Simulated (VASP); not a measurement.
Runs of VASP 6.6.1 on HfC. The structure is that of space group Fm-3m (No. 225), or close to it. The cells are those of the table. 

```tsv
cell	gap on the mesh (eV)	pressure (GPa)
a = 3.362, b = 3.362, c = 3.387 Å, angles 59.8, 59.8, 60.5°, 2 atoms	none	-15.5
a = 3.288, b = 3.288, c = 3.337 Å, angles 59.5, 59.5, 61.0°, 2 atoms	none	-3.4
a = 3.313, b = 3.313, c = 3.337 Å, angles 59.8, 59.8, 60.5°, 2 atoms	none	(b)
a = 3.338, b = 3.338, c = 3.387 Å, angles 59.5, 59.5, 61.0°, 2 atoms	none	-12.6
a = 3.313, b = 3.313, c = 3.288 Å, angles 60.2, 60.2, 59.5°, 2 atoms	none	-3.8
a = 3.338, b = 3.338, c = 3.288 Å, angles 60.5, 60.5, 59.0°, 2 atoms	none	(a)
a = 3.314, b = 3.314, c = 3.239 Å, angles 60.7, 60.7, 58.5°, 2 atoms	none	(c)
a = 3.362, b = 3.362, c = 3.337 Å, angles 60.2, 60.2, 59.5°, 2 atoms	none	-12.9
a = 3.263, b = 3.263, c = 3.288 Å, angles 59.8, 59.8, 60.5°, 2 atoms	none	3.4
```

Alike in all rows: task single point; level PBE; potentials or basis VASP PAW PBE potentials, release 64 (Hf_pv, C); no spin polarisation; k mesh 18 × 18 × 18; cutoff (eV) 520; smearing gaussian 0.15 eV.

Q: Fill in the values left out.

A: (a) -6.7; (b) -7.0; (c) 0.6.

Caveats: spin-orbit coupling is left out, which moves the levels of the heavy elements; the cell stands under tension (at least some runs); the cell stands under pressure (at least some runs).

A k mesh can miss the band edges, and the runs leave out spin-orbit coupling on Hf.

A gap of «none» marks levels without a gap at the run's occupations.
